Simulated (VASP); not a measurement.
## ZnO: single point with PBEsol+D4

ZnO:

```
Zn O
1.0
     3.28797    0.00000    0.00000
    -1.64398    2.84746    0.00000
     0.00000    0.00000    7.13044
Zn O
2 2
Direct
  0.00000 0.00000 0.75000
  0.00000 0.00000 0.25000
  0.33333 0.66667 0.25000
  0.66667 0.33333 0.75000
```

| Quantity | Value |
| --- | --- |
| Program | VASP 6.6.1 |
| Task | single point |
| Functional | PBEsol |
| Dispersion | D4 |
| Potentials or basis | VASP PAW PBE potentials, release 64 (Zn, O) |
| Cutoff | 520 eV |
| k mesh | 6 × 6 × 4 |
| Occupations | gaussian, width 0.01 eV |
| Spin | no spin polarisation |

```
Pressure                   : -4.8 GPa
Band gap on the k mesh     : 0.75 eV, direct
Dispersion energy per atom : -0.098 eV
```

Stress tensor (GPa, compression positive):
```
-6.34  0.00  0.00
 0.00 -6.34  0.00
 0.00  0.00 -1.79
```

Levels at points of the mesh, in eV from the valence-band top:
| k point | band 14 | band 15 | band 16 | band 17 | band 18 | band 19 | band 20 | band 21 | band 22 | band 23 |
| --- | --- | --- | --- | --- | --- | --- | --- | --- | --- | --- |
| (0.00, 0.00, 0.00) | -1.74 | -0.01 | -0.01 | 0.00 | 0.00 | 0.75 | 3.29 | 5.10 | 10.88 | 10.94 |
| (0.50, 0.00, 0.00) | -3.52 | -1.89 | -1.81 | -0.91 | -0.90 | 4.82 | 5.45 | 6.11 | 8.70 | 8.76 |
| (0.00, 0.00, 0.50) | -2.56 | 0.00 | 0.00 | 0.00 | 0.00 | 1.87 | 1.87 | 7.18 | 7.18 | 13.05 |
| (0.50, 0.00, 0.50) | -3.78 | -1.85 | -1.85 | -0.87 | -0.87 | 4.94 | 4.94 | 7.54 | 7.54 | 8.79 |

Wall time 13 s on 1 thread of Intel(R) Xeon(R) 6975P-C (Granite Rapids) (shared host), peak memory 0.18 GiB.

Caveat: the PAW data sets were made with another functional, which shifts forces and pressure a little. A k mesh can miss the band edges.
